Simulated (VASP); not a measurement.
# Zn2BF (P-6m2) in VASP: single point with PBE

Aim: the single point of Zn2BF with PBE.

Everything below comes from runs of VASP 6.6.1. Logs are shortened: lines on timing, memory, paths and dates and some standing lists are left out, and cuts for length are marked.

## Step 1: The cell of the first run

Symmetry: P-6m2, No. 187, hexagonal system. Conventional cell: a = 2.770 Å, b = 2.770 Å, c = 7.835 Å, α = 90.00°, β = 90.00°, γ = 120.00°. Zn (site symmetry 3m) has 1 B at 2.14 Å and 3 F at 2.39 Å and 6 Zn at 2.77 Å within 2.8 Å. Within 2.8 Å of B (site symmetry -6m2) lie 2 Zn at 2.14 Å and 6 B at 2.77 Å. Within 3.2 Å of F (site symmetry -6m2) lie 6 Zn at 2.39 Å and 6 F at 2.77 Å.

The cell was generated, and may not be a known phase.

## Step 2: Single point, PBE

Contents of INCAR:

```
ALGO     = Normal         # electronic algorithm
EDIFF    = 1E-6           # SCF threshold, eV
ENCUT    = 600            # plane-wave cutoff, eV
GGA      = PE             # functional
GGA_COMPAT= False        
ISIF     = 2              # what is computed and relaxed
ISMEAR   = 0              # smearing method
LASPH    = True           # aspherical terms in the spheres
LCHARG   = True           # write CHGCAR
LELF     = True           # ELF
LREAL    = False          # projectors in reciprocal space
LVHAR    = True         
LWAVE    = False          # write WAVECAR
NBANDS   = 25             # bands
NELM     = 120            # most SCF steps
PREC     = Accurate       # precision mode
SIGMA    = 0.15           # smearing width, eV
```

Contents of KPOINTS:

```
k-points
0
Gamma
  5 5 3
```

Contents of POSCAR:

```
Zn2BF
1.0
    2.7696336882      0.0000000025      0.0000000000
   -1.3848168463      2.3985731319      0.0000000000
    0.0000000000      0.0000000000      7.8352155248
Zn B F
2 1 1
Direct
    0.6666666667      0.3333333333      0.7273233954
    0.6666666667      0.3333333333      0.2726766046
    0.6666666667      0.3333333333      0.0000000000
    0.0000000000      0.0000000000      0.5000000000
```

Potentials or basis: VASP PAW PBE potentials, release 64 (Zn, B, F).

Launch:

```
$ cat potpaw_PBE.64/Zn/POTCAR potpaw_PBE.64/B/POTCAR potpaw_PBE.64/F/POTCAR > POTCAR
$ mpirun -np 1 vasp_std > vasp.out
```

OUTCAR:

```text
EDIFF = 1E-6
   ENCUT = 600
   GGA = PE
   ISIF = 2
   ISMEAR = 0
   LASPH = True
   LREAL = False
   NELM = 120
   PREC = Accurate

 ion  position               nearest neighbor table
   1  0.667  0.333  0.727-   3 2.14   4 2.39   4 2.39   4 2.39
   2  0.667  0.333  0.273-   3 2.14   4 2.39   4 2.39   4 2.39
   3  0.667  0.333  0.000-   1 2.14   2 2.14
   4  0.000  0.000  0.500-   1 2.39   2 2.39   1 2.39   2 2.39   1 2.39   2 2.39

  LATTYP: Found a hexagonal cell.
 ALAT       =     2.7696336882
 C/A-ratio  =     2.8289717728

  Lattice vectors:

 A1 = (   2.7696336882,   0.0000000025,   0.0000000000)
 A2 = (  -1.3848168463,   2.3985731319,   0.0000000000)
 A3 = (   0.0000000000,   0.0000000000,   7.8352155248)

Analysis of symmetry for initial positions (statically):
=====================================================================
 Subroutine PRICEL returns:
 Original cell was already a primitive cell.

 Routine SETGRP: Setting up the symmetry group for a
 hexagonal supercell.

 Subroutine GETGRP returns: Found 12 space group operations
 (whereof 12 operations were pure point group operations)
 out of a pool of 24 trial point group operations.

The static configuration has the point symmetry D_3h.

Analysis of symmetry for dynamics (positions and initial velocities):
=====================================================================
 Subroutine PRICEL returns:
 Original cell was already a primitive cell.

 Routine SETGRP: Setting up the symmetry group for a
 hexagonal supercell.

 Subroutine GETGRP returns: Found 12 space group operations
 (whereof 12 operations were pure point group operations)
 out of a pool of 24 trial point group operations.

The dynamic configuration has the point symmetry D_3h.

 Subroutine INISYM returns: Found 12 space group operations
 (whereof 12 operations are pure point group operations),
 and found     1 'primitive' translations

----------------------------------------------------------------------------------------

                                     Primitive cell

  volume of cell :      52.0507

  direct lattice vectors                    reciprocal lattice vectors
     2.769633688  0.000000003  0.000000000     0.361058577  0.208457267  0.000000000
    -1.384816846  2.398573132  0.000000000    -0.000000000  0.416914534  0.000000000
     0.000000000  0.000000000  7.835215525     0.000000000  0.000000000  0.127628908

  length of vectors
     2.769633688  2.769633688  7.835215525     0.416914534  0.416914534  0.127628908

  position of ions in fractional coordinates (direct lattice)
     0.666666667  0.333333333  0.727323395
     0.666666667  0.333333333  0.272676605
     0.666666667  0.333333333  0.000000000
     0.000000000  0.000000000  0.500000000

  ion indices of the primitive-cell ions
   primitive index   ion index
                 1           1
                 2           2
                 3           3
                 4           4

----------------------------------------------------------------------------------------

 KPOINTS: k-points

Automatic generation of k-mesh.
 Grid dimensions read from file:
 generate k-points for:    5    5    3

 Generating k-lattice:

  Cartesian coordinates                     Fractional coordinates (reciprocal lattice)
     0.072211715  0.041691453  0.000000000     0.200000000  0.000000000  0.000000000
    -0.000000000  0.083382907  0.000000000     0.000000000  0.200000000  0.000000000
     0.000000000  0.000000000  0.042542969     0.000000000  0.000000000  0.333333333

  Length of vectors
     0.083382907  0.083382907  0.042542969

  Shift w.r.t. Gamma in fractional coordinates (k-lattice)
     0.000000000  0.000000000  0.000000000

 Subroutine IBZKPT returns following result:
 ===========================================

 Found     10 irreducible k-points:

 Following reciprocal coordinates:
            Coordinates               Weight
  0.000000  0.000000  0.000000      1.000000
  0.200000 -0.000000  0.000000      6.000000
  0.400000 -0.000000  0.000000      6.000000
  0.200000  0.200000  0.000000      6.000000
  0.400000  0.200000  0.000000      6.000000
  0.000000  0.000000  0.333333      2.000000
  0.200000 -0.000000  0.333333     12.000000
  0.400000 -0.000000  0.333333     12.000000
  0.200000  0.200000  0.333333     12.000000
  0.400000  0.200000  0.333333     12.000000
   k-points           NKPTS =     10   k-points in BZ     NKDIM =     10   number of bands    NBANDS=     25
   number of dos      NEDOS =    301   number of ions     NIONS =      4
   total plane-waves  NPLWV =  36864
   dimension x,y,z NGX =    24 NGY =   24 NGZ =   64
   dimension x,y,z NGXF=    48 NGYF=   48 NGZF=  128
   ions per type =               2   1   1
   NGX,Y,Z   is equivalent  to a cutoff of  14.41, 14.41, 13.58 a.u.
   NGXF,Y,Z  is equivalent  to a cutoff of  28.81, 28.81, 27.16 a.u.
 SYSTEM =  unknown system
   PREC   = accura    normal or accurate (medium, high low for compatibility)
   ISTART =      0    job   : 0-new  1-cont  2-samecut
   ICHARG =      2    charge: 1-file 2-atom 10-const
   ISPIN  =      1    spin polarized calculation?
   LNONCOLLINEAR =      F non collinear calculations
   LSORBIT =      F    spin-orbit coupling
   LASPH  =      T    aspherical Exc in radial PAW
   ENCUT  =  600.0 eV  44.10 Ry    6.64 a.u.   5.53  5.53 15.65*2*pi/ulx,y,z
   NELM   =    120;   NELMIN=  2; NELMDL= -5     # of ELM steps
   EDIFF  = 0.1E-05   stopping-criterion for ELM
   LREAL  =      F    real-space projection
   EDIFFG = 0.1E-04   stopping-criterion for IOM
   NSW    =      0    number of steps for IOM
   IBRION =     -1    ionic relax: 0-MD 1-quasi-New 2-CG
   NFREE  =      0    steps in history (QN), initial steepest desc. (CG)
   ISIF   =      2    stress and relaxation
   ISYM   =      2    0-nonsym 1-usesym 2-fastsym
   POTIM  = 0.5000    time-step for ionic-motion
   TEBEG  =    0.0;   TEEND  =   0.0 temperature during run
   PSTRESS=    0.0 pullay stress
   NELECT =      34.0000    total number of electrons
   NUPDOWN=      -1.0000    fix difference up-down
   EMIN   =  10.00;   EMAX   =-10.00  energy-range for DOS
   EFERMI =   0.00;   METHOD = LEGACY
   ISMEAR =     0;   SIGMA  =   0.15  broadening in eV -4-tet -1-fermi 0-gaus
   EFERMI_NEDOS =   21; number of points for ismear=-14 and -15
   IALGO  =     38    algorithm
   IMIX   =      4    mixing-type and parameters
     AMIX     =   0.40;   BMIX     =  1.00
     AMIX_MAG =   1.60;   BMIX_MAG =  1.00
  volume/ion in A,a.u.               =      13.01        87.81
  Fermi-wavevector in a.u.,A,eV,Ry     =   1.420449  2.684260 27.452150  2.017676
  Thomas-Fermi vector in A             =   2.541363
   LORBIT       =      0    0 simple, 1 ext, 2 COOP (PROOUT), +10 PAW based schemes
   GGA     = PE    functional components
   LHFCALC =     F    Hartree Fock is set to
   AEXX    =    0.0000 exact exchange contribution
   IVDW    =     0    specifies the selected vdW correction
   LEPSILON=     F    determine dielectric tensor
   LRPA    =     F    only Hartree local field effects (RPA)
 non-spin polarized calculation
 Gauss-broadening in eV      SIGMA  =   0.15
  energy-cutoff  :      600.00
  volume of cell :       52.05
 maximum number of plane-waves:      1783
 NGX is ok and might be reduce to    24
   NGX = 11   NGY = 11   NGZ = 31

 number of electron      33.9999999 magnetization

 Free energy of the ion-electron system (eV)
  ---------------------------------------------------
  ext. energy  EPLUGINS =         0.00000000
  ---------------------------------------------------
  free energy    TOTEN  =       -10.29752347 eV

  energy without entropy =      -10.28928134  energy(sigma->0) =      -10.29340241

 E-fermi :   2.9450     XC(G=0): -10.9052

 val. band max:        2.7872233484   @ k =   0.2000   0.2000   0.3333
 cond. band min:       3.0617594943   @ k =   0.4000  -0.0000   0.0000
 fundamental gap:      0.2745361459
 Fermi energy:         2.9450309123

 k-point     1 :       0.0000    0.0000    0.0000
  band No.  band energies     occupation
      1     -21.5396      2.00000
      2      -7.2831      2.00000
      3      -6.4184      2.00000
      4      -5.2815      2.00000
      5      -4.8485      2.00000
      6      -4.7269      2.00000
[... 17 lines left out ...]
     24      19.5672      0.00000
     25      19.9683      0.00000

 k-point     2 :       0.2000   -0.0000    0.0000
  band No.  band energies     occupation
      1     -21.3522      2.00000
      2      -6.5048      2.00000
      3      -5.7180      2.00000
      4      -5.0329      2.00000
      5      -4.8198      2.00000
      6      -4.7338      2.00000
[... 17 lines left out ...]
     24      15.5962      0.00000
     25      16.7934      0.00000

 k-point     3 :       0.4000   -0.0000    0.0000
  band No.  band energies     occupation
      1     -21.0312      2.00000
      2      -5.4866      2.00000
      3      -5.4443      2.00000
      4      -5.1064      2.00000
      5      -4.9395      2.00000
      6      -4.7684      2.00000
[... 17 lines left out ...]
     24      14.2054      0.00000
     25      14.3061      0.00000

 k-point     4 :       0.2000    0.2000    0.0000
  band No.  band energies     occupation
      1     -21.0953      2.00000
      2      -5.4770      2.00000
      3      -5.2828      2.00000
      4      -4.9766      2.00000
      5      -4.8072      2.00000
      6      -4.7411      2.00000
[... 17 lines left out ...]
     24      11.5304      0.00000
     25      12.4912      0.00000

 k-point     5 :       0.4000    0.2000    0.0000
  band No.  band energies     occupation
      1     -20.9297      2.00000
      2      -5.2929      2.00000
      3      -5.2430      2.00000
      4      -4.9560      2.00000
      5      -4.8461      2.00000
      6      -4.8322      2.00000
[... 17 lines left out ...]
     24      10.3645      0.00000
     25      14.0748      0.00000

 k-point     6 :       0.0000    0.0000    0.3333
  band No.  band energies     occupation
      1     -21.5396      2.00000
      2      -7.5012      2.00000
      3      -5.9031      2.00000
      4      -5.3235      2.00000
      5      -4.7265      2.00000
      6      -4.7265      2.00000
[... 17 lines left out ...]
     24      19.4725      0.00000
     25      19.5317      0.00000

 k-point     7 :       0.2000   -0.0000    0.3333
  band No.  band energies     occupation
      1     -21.3522      2.00000
      2      -6.6461      2.00000
      3      -5.4907      2.00000
      4      -5.0356      2.00000
      5      -4.8431      2.00000
      6      -4.7879      2.00000
[... 17 lines left out ...]
     24      14.6562      0.00000
     25      16.8740      0.00000

 k-point     8 :       0.4000   -0.0000    0.3333
  band No.  band energies     occupation
      1     -21.0312      2.00000
      2      -5.4774      2.00000
      3      -5.3728      2.00000
      4      -5.0979      2.00000
      5      -4.9915      2.00000
      6      -4.8053      2.00000
[... 17 lines left out ...]
     24      13.8309      0.00000
     25      14.5530      0.00000

 k-point     9 :       0.2000    0.2000    0.3333
  band No.  band energies     occupation
      1     -21.0953      2.00000
      2      -5.3906      2.00000
      3      -5.2802      2.00000
      4      -5.0045      2.00000
      5      -4.8179      2.00000
      6      -4.7610      2.00000
[... 17 lines left out ...]
     24      11.4853      0.00000
     25      13.3239      0.00000

 k-point    10 :       0.4000    0.2000    0.3333
  band No.  band energies     occupation
      1     -20.9297      2.00000
      2      -5.3036      2.00000
      3      -5.1998      2.00000
      4      -4.9272      2.00000
      5      -4.8630      2.00000
      6      -4.7931      2.00000
[... 17 lines left out ...]
     24      10.3748      0.00000
     25      13.4471      0.00000

------------------------ aborting loop because EDIFF is reached ----------------------------------------

  FORCE on cell =-STRESS in cart. coord.  units (eV):
  Direction    XX          YY          ZZ          XY          YZ          ZX
  --------------------------------------------------------------------------------------
  -------------------------------------------------------------------------------------
  Total        0.0003227      0.0003227      0.2722692     -0.0000000      0.0000000      0.0000000
  in kB        0.0099321      0.0099321      8.3807481     -0.0000000      0.0000000      0.0000000
  external PRESSURE =       2.8002041 kB  Pullay stress =       0.0000000 kB

 VOLUME and BASIS-vectors are now :
 -----------------------------------------------------------------------------
  energy-cutoff  :      600.00
  volume of cell :       52.05
      direct lattice vectors                 reciprocal lattice vectors
     2.769633688  0.000000003  0.000000000     0.361058577  0.208457267  0.000000000
    -1.384816846  2.398573132  0.000000000    -0.000000000  0.416914534  0.000000000
     0.000000000  0.000000000  7.835215525     0.000000000  0.000000000  0.127628908

 POSITION                                       TOTAL-FORCE (eV/Angst)
 -----------------------------------------------------------------------------------
      1.38482      0.79952      5.69874        -0.000000     -0.000000      0.017757
      1.38482      0.79952      2.13648         0.000000      0.000000     -0.017757
      1.38482      0.79952      0.00000         0.000000     -0.000000      0.000000
      0.00000      0.00000      3.91761         0.000000     -0.000000      0.000000
 -----------------------------------------------------------------------------------
    total drift:                               -0.000000      0.000000      0.000000

  FREE ENERGIE OF THE ION-ELECTRON SYSTEM (eV)
  ---------------------------------------------------
  free  energy   TOTEN  =       -10.2975234748 eV

  energy  without entropy=      -10.2892813411  energy(sigma->0) =      -10.29340241
```

It took 12 s on 1 thread of AMD EPYC 9R45 (Zen 5), shared host; peak memory 0.15 GiB.

What came out:

```yaml
Free_energy: -10.2975 eV
Pressure: 0.3 GPa
Largest_force: 0.018 eV/Å
Band_gap_on_the_k_mesh: 0.27 eV (least direct gap 0.87 eV)
```

Forces on the atoms (eV/Å):
```
Zn   0.000  0.000  0.018
Zn   0.000  0.000 -0.018
B    0.000  0.000  0.000
F    0.000  0.000  0.000
```

Stress tensor (GPa, compression positive):
```
0.00 0.00 0.00
0.00 0.00 0.00
0.00 0.00 0.84
```

Levels at points of the mesh, in eV from the valence-band top:
| k point | band 13 | band 14 | band 15 | band 16 | band 17 | band 18 | band 19 | band 20 | band 21 | band 22 |
| --- | --- | --- | --- | --- | --- | --- | --- | --- | --- | --- |
| (0.00, 0.00, 0.00) | -7.04 | -5.21 | -4.05 | -4.05 | -3.59 | 2.05 | 5.14 | 6.16 | 6.16 | 11.29 |

Caveat: the k points lie up to 0.52 Å⁻¹ apart; semilocal functionals underestimate gaps, and a narrow one can read as zero. A k mesh can miss the band edges.
